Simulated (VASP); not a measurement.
# AlRu (Pm-3m) in VASP: a series of runs

AlRu is run at these levels: PBEsol, LDA; tasks: relaxation of cell and atoms, single point.

Program: VASP 6.6.1. These are calculated values, not measurements. Logs are shortened: lines on timing, memory, paths and dates and some standing lists are left out, and cuts for length are marked.

### 1 The cell of the first run

The structure is cubic, space group Pm-3m (No. 221). The conventional cell has a = 2.992 Å, b = 2.992 Å, c = 2.992 Å, α = 90.00°, β = 90.00°, γ = 90.00°. Within 3.4 Å of Ru (site symmetry m-3m) lie 8 Al at 2.59 Å and 6 Ru at 2.99 Å. Within 3.4 Å of Al (site symmetry m-3m) lie 8 Ru at 2.59 Å and 6 Al at 2.99 Å.

### 2 Relaxation of cell and atoms, PBEsol, target pressure 2 GPa, at which the enthalpy is minimised

The input, INCAR:

```
PREC     = Accurate       # precision mode
ENCUT    = 600            # plane-wave cutoff, eV
EDIFF    = 1E-6           # SCF threshold, eV
ISMEAR   = -1             # smearing method
SIGMA    = 0.05           # smearing width, eV
LREAL    = False          # projectors in reciprocal space
LASPH    = True           # aspherical terms in the spheres
NELM     = 100            # most SCF steps
ALGO     = Fast           # electronic algorithm
ISIF     = 3              # what is computed and relaxed
LWAVE    = False          # write WAVECAR
LCHARG   = False          # write CHGCAR
GGA      = PS             # functional
IBRION   = 2              # ionic algorithm
NSW      = 60             # ionic steps
EDIFFG   = -0.01          # ionic threshold
PSTRESS  = 20.0
```

The input, KPOINTS:

```
Automatic mesh
0
Gamma
  9 9 9
```

The input, POSCAR:

```
AlRu
1.0
    2.9916000000      0.0000000000      0.0000000000
    0.0000000000      2.9916000000      0.0000000000
    0.0000000000      0.0000000000      2.9916000000
Ru Al
1 1
Direct
    0.5000000000      0.5000000000      0.5000000000
    0.0000000000      0.0000000000      0.0000000000
```

Potentials or basis: VASP PAW PBE potentials, release 64 (Ru_pv, Al).

Command:

```
$ cat potpaw_PBE.64/Ru_pv/POTCAR potpaw_PBE.64/Al/POTCAR > POTCAR
$ mpirun -np 1 vasp_std > vasp.out
```

OUTCAR:

```text
PREC = Accurate
   ENCUT = 600
   EDIFF = 1E-6
   ISMEAR = -1
   LREAL = False
   LASPH = True
   NELM = 100
   ISIF = 3
   GGA = PS
   IBRION = 2
   NSW = 60
   EDIFFG = -0.01
   PSTRESS = 20.0

 ion  position               nearest neighbor table
   1  0.500  0.500  0.500-   2 2.59   2 2.59   2 2.59   2 2.59   2 2.59   2 2.59   2 2.59   2 2.59

   2  0.000  0.000  0.000-   1 2.59   1 2.59   1 2.59   1 2.59   1 2.59   1 2.59   1 2.59   1 2.59

  LATTYP: Found a simple cubic cell.
 ALAT       =     2.9916000000

  Lattice vectors:

 A1 = (   2.9916000000,   0.0000000000,   0.0000000000)
 A2 = (   0.0000000000,   2.9916000000,   0.0000000000)
 A3 = (   0.0000000000,   0.0000000000,   2.9916000000)

Analysis of symmetry for initial positions (statically):
=====================================================================
 Subroutine PRICEL returns:
 Original cell was already a primitive cell.

 Routine SETGRP: Setting up the symmetry group for a
 simple cubic supercell.

 Subroutine GETGRP returns: Found 48 space group operations
[... 9 lines left out ...]

 Routine SETGRP: Setting up the symmetry group for a
 simple cubic supercell.

 Subroutine GETGRP returns: Found 48 space group operations
[... 11 lines left out ...]
                                     Primitive cell

  volume of cell :      26.7738

  direct lattice vectors                    reciprocal lattice vectors
     2.991600000  0.000000000  0.000000000     0.334269287  0.000000000  0.000000000
     0.000000000  2.991600000  0.000000000     0.000000000  0.334269287  0.000000000
     0.000000000  0.000000000  2.991600000     0.000000000  0.000000000  0.334269287

  length of vectors
     2.991600000  2.991600000  2.991600000     0.334269287  0.334269287  0.334269287

  position of ions in fractional coordinates (direct lattice)
     0.500000000  0.500000000  0.500000000
     0.000000000  0.000000000  0.000000000

  ion indices of the primitive-cell ions
   primitive index   ion index
                 1           1
                 2           2

----------------------------------------------------------------------------------------

 KPOINTS: Automatic mesh

Automatic generation of k-mesh.
 Grid dimensions read from file:
 generate k-points for:    9    9    9

 Generating k-lattice:

  Cartesian coordinates                     Fractional coordinates (reciprocal lattice)
     0.037141032  0.000000000  0.000000000     0.111111111  0.000000000  0.000000000
     0.000000000  0.037141032  0.000000000     0.000000000  0.111111111  0.000000000
     0.000000000  0.000000000  0.037141032     0.000000000  0.000000000  0.111111111

  Length of vectors
     0.037141032  0.037141032  0.037141032

  Shift w.r.t. Gamma in fractional coordinates (k-lattice)
     0.000000000  0.000000000  0.000000000

 Subroutine IBZKPT returns following result:
 ===========================================

 Found     35 irreducible k-points:

 Following reciprocal coordinates:
            Coordinates               Weight
  0.000000  0.000000  0.000000      1.000000
  0.111111  0.000000  0.000000      6.000000
  0.222222  0.000000  0.000000      6.000000
  0.333333  0.000000  0.000000      6.000000
  0.444444  0.000000  0.000000      6.000000
  0.111111  0.111111  0.000000     12.000000
[... 16 lines left out ...]
  0.333333  0.333333  0.111111     24.000000
  0.444444  0.333333  0.111111     48.000000
 [... further k-points ...]
   k-points           NKPTS =     35   k-points in BZ     NKDIM =     35   number of bands    NBANDS=     12
   number of dos      NEDOS =    301   number of ions     NIONS =      2
   total plane-waves  NPLWV =  13824
   dimension x,y,z NGX =    24 NGY =   24 NGZ =   24
   dimension x,y,z NGXF=    48 NGYF=   48 NGZF=   48
   ions per type =               1   1
   NGX,Y,Z   is equivalent  to a cutoff of  13.34, 13.34, 13.34 a.u.
   NGXF,Y,Z  is equivalent  to a cutoff of  26.67, 26.67, 26.67 a.u.
 SYSTEM =  unknown system
   PREC   = accura    normal or accurate (medium, high low for compatibility)
   ISTART =      0    job   : 0-new  1-cont  2-samecut
   ICHARG =      2    charge: 1-file 2-atom 10-const
   ISPIN  =      1    spin polarized calculation?
   LNONCOLLINEAR =      F non collinear calculations
   LSORBIT =      F    spin-orbit coupling
   LASPH  =      T    aspherical Exc in radial PAW
   ENCUT  =  600.0 eV  44.10 Ry    6.64 a.u.   5.97  5.97  5.97*2*pi/ulx,y,z
   NELM   =    100;   NELMIN=  2; NELMDL= -5     # of ELM steps
   EDIFF  = 0.1E-05   stopping-criterion for ELM
   LREAL  =      F    real-space projection
   EDIFFG = -.1E-01   stopping-criterion for IOM
   NSW    =     60    number of steps for IOM
   IBRION =      2    ionic relax: 0-MD 1-quasi-New 2-CG
   NFREE  =      1    steps in history (QN), initial steepest desc. (CG)
   ISIF   =      3    stress and relaxation
   ISYM   =      2    0-nonsym 1-usesym 2-fastsym
   POTIM  = 0.5000    time-step for ionic-motion
   TEBEG  =    0.0;   TEEND  =   0.0 temperature during run
   PSTRESS=   20.0 pullay stress
   NELECT =      17.0000    total number of electrons
   NUPDOWN=      -1.0000    fix difference up-down
   EMIN   =  10.00;   EMAX   =-10.00  energy-range for DOS
   EFERMI =   0.00;   METHOD = LEGACY
   ISMEAR =    -1;   SIGMA  =   0.05  broadening in eV -4-tet -1-fermi 0-gaus
   EFERMI_NEDOS =   21; number of points for ismear=-14 and -15
   IALGO  =     68    algorithm
   IMIX   =      4    mixing-type and parameters
     AMIX     =   0.40;   BMIX     =  1.00
     AMIX_MAG =   1.60;   BMIX_MAG =  1.00
  volume/ion in A,a.u.               =      13.39        90.34
  Fermi-wavevector in a.u.,A,eV,Ry     =   1.407087  2.659009 26.938090  1.979894
  Thomas-Fermi vector in A             =   2.529382
   LORBIT       =      0    0 simple, 1 ext, 2 COOP (PROOUT), +10 PAW based schemes
   GGA     = PS    functional components
   LHFCALC =     F    Hartree Fock is set to
   AEXX    =    0.0000 exact exchange contribution
   IVDW    =     0    specifies the selected vdW correction
   LEPSILON=     F    determine dielectric tensor
   LRPA    =     F    only Hartree local field effects (RPA)
 conjugate gradient relaxation of ions
 non-spin polarized calculation
 RMM-DIIS sequential band-by-band and
  energy-cutoff  :      600.00
  volume of cell :       26.77
 maximum number of plane-waves:       922
 NGX is ok and might be reduce to    24
   NGX = 11   NGY = 11   NGZ = 11

--------------------------------------- Ionic step        1  -------------------------------------------

 number of electron      16.9999995 magnetization

 Free energy of the ion-electron system (eV)
  ---------------------------------------------------
  ext. energy  EPLUGINS =         0.00000000
  ---------------------------------------------------
  free energy    TOTEN  =       -15.52170161 eV

  energy without entropy =      -15.50676780  energy(sigma->0) =      -15.51423471

------------------------ aborting loop because EDIFF is reached ----------------------------------------

  FORCE on cell =-STRESS in cart. coord.  units (eV):
  Direction    XX          YY          ZZ          XY          YZ          ZX
  --------------------------------------------------------------------------------------
  -------------------------------------------------------------------------------------
  Total       -0.5635458     -0.5635458     -0.5635458      0.0000000     -0.0000000      0.0000000
  in kB      -33.7232321    -33.7232321    -33.7232321      0.0000000     -0.0000000      0.0000000
  external PRESSURE =     -53.7232321 kB  Pullay stress =      20.0000000 kB

 VOLUME and BASIS-vectors are now :
 -----------------------------------------------------------------------------
  energy-cutoff  :      600.00
  volume of cell :       26.77
      direct lattice vectors                 reciprocal lattice vectors
     2.991600000  0.000000000  0.000000000     0.334269287  0.000000000  0.000000000
     0.000000000  2.991600000  0.000000000     0.000000000  0.334269287  0.000000000
     0.000000000  0.000000000  2.991600000     0.000000000  0.000000000  0.334269287
[... 84 lines left out ...]
  FREE ENERGIE OF THE ION-ELECTRON SYSTEM (eV)
  ---------------------------------------------------
  free  energy   TOTEN  =       -15.5246238263 eV

  energy  without entropy=      -15.5101515449  energy(sigma->0) =      -15.51738769

  enthalpy is  TOTEN    =       -15.1983284890 eV   P V=        0.3262953373

--------------------------------------- Ionic step        4  -------------------------------------------

 number of electron      16.9999996 magnetization

 Free energy of the ion-electron system (eV)
  ---------------------------------------------------
  ext. energy  EPLUGINS =         0.00000000
  ---------------------------------------------------
  free energy    TOTEN  =       -15.52445349 eV

  energy without entropy =      -15.50999275  energy(sigma->0) =      -15.51722312

 E-fermi :  10.8646     XC(G=0): -12.8160

 val. band max:       10.8480327386   @ k =   0.4444   0.4444   0.1111
 cond. band min:      10.8685862067   @ k =   0.4444   0.1111   0.1111
 fundamental gap:      0.0205534681
 Fermi energy:        10.8645533976

 k-point     1 :       0.0000    0.0000    0.0000
  band No.  band energies     occupation
      1     -30.8000      2.00000
      2     -30.8000      2.00000
      3     -30.8000      2.00000
      4       1.1184      2.00000
      5       7.2136      2.00000
      6       7.2136      2.00000
      7      11.1213      0.01171
      8      11.1213      0.01171
      9      11.1213      0.01171
     10      17.1362      0.00000
     11      17.1362      0.00000
     12      17.1362      0.00000

 k-point     2 :       0.1111    0.0000    0.0000
  band No.  band energies     occupation
      1     -30.8274      2.00000
      2     -30.7977      2.00000
      3     -30.7977      2.00000
      4       1.3600      2.00000
      5       7.2965      2.00000
      6       7.2984      2.00000
      7      10.8291      1.34044
      8      10.8291      1.34044
      9      11.1512      0.00645
     10      16.1039      0.00000
     11      17.6087      0.00000
     12      17.6087      0.00000
[... 316 lines left out ...]
 k-point    24 :       0.4444    0.3333    0.1111
  band No.  band energies     occupation
      1     -30.9986      2.00000
      2     -30.9444      2.00000
      3     -30.7915      2.00000
      4       4.9985      2.00000
      5       7.0733      2.00000
      6       8.3520      2.00000
      7       8.9536      2.00000
      8      10.1818      2.00000
      9      10.6321      1.98105
     10      13.2492      0.00000
     11      17.1927      0.00000
     12      18.3383      0.00000

 [... further k-points ...]
[... 5 lines left out ...]
  --------------------------------------------------------------------------------------
  -------------------------------------------------------------------------------------
  Total        0.3232490      0.3232490      0.3232490      0.0000000      0.0000000     -0.0000000
  in kB       19.8237059     19.8237059     19.8237059      0.0000000      0.0000000     -0.0000000
  external PRESSURE =      -0.1762941 kB  Pullay stress =      20.0000000 kB

 VOLUME and BASIS-vectors are now :
 -----------------------------------------------------------------------------
  energy-cutoff  :      600.00
  volume of cell :       26.13
      direct lattice vectors                 reciprocal lattice vectors
     2.967251176  0.000000000  0.000000000     0.337012252 -0.000000000  0.000000000
     0.000000000  2.967251176  0.000000000    -0.000000000  0.337012252  0.000000000
    -0.000000000 -0.000000000  2.967251176    -0.000000000 -0.000000000  0.337012252

 POSITION                                       TOTAL-FORCE (eV/Angst)
 -----------------------------------------------------------------------------------
      1.48363      1.48363      1.48363        -0.000000     -0.000000      0.000000
      0.00000      0.00000      0.00000         0.000000      0.000000      0.000000
 -----------------------------------------------------------------------------------
    total drift:                                0.000000     -0.000000     -0.000000

  FREE ENERGIE OF THE ION-ELECTRON SYSTEM (eV)
  ---------------------------------------------------
  free  energy   TOTEN  =       -15.5244534901 eV

  energy  without entropy=      -15.5099927513  energy(sigma->0) =      -15.51722312

  enthalpy is  TOTEN    =       -15.1983298020 eV   P V=        0.3261236881

 reached required accuracy - stopping structural energy minimisation
```

Wall time 15 s (1 thread of Intel Xeon Platinum 8488C (Sapphire Rapids), shared host); peak memory 0.15 GiB.

What came out:

- Free energy: -15.5245 eV
- Relaxed volume: 13.06 Å³/atom
- Relaxed cell: a = 2.967 Å, b = 2.967 Å, c = 2.967 Å, α = 90.00°, β = 90.00°, γ = 90.00°
- Space group after relaxing (to 0.05 Å): Pm-3m (No. 221)
- Energy change on relaxing (the enthalpy is what falls): -1.4 meV/atom
- Ionic steps: 4
- Pressure after relaxing: 2.0 GPa

Step by step:
| step | energy change (eV) | largest force (eV/Å) | pressure (GPa) | volume (Å³) |
| --- | --- | --- | --- | --- |
| 1 | 0.0000 | 0.0000 | -3.37 | 26.77 |
| 2 | 0.0435 | 0.0000 | 12.41 | 25.07 |
| 3 | -0.0029 | 0.0000 | 1.87 | 26.14 |
| 4 | -0.0028 | 0.0000 | 1.98 | 26.13 |

Final structure:
```
CELL_PARAMETERS angstrom
2.96725 0.00000 0.00000
0.00000 2.96725 0.00000
0.00000 0.00000 2.96725
ATOMIC_POSITIONS crystal
Ru 0.50000 0.50000 0.50000
Al 0.00000 0.00000 0.00000
```

Caveat: the cell is relaxed towards a set pressure, so the enthalpy falls and the energy may rise; the PAW data sets were made with another functional, which shifts forces and pressure a little.

[end of part 1 of 2]
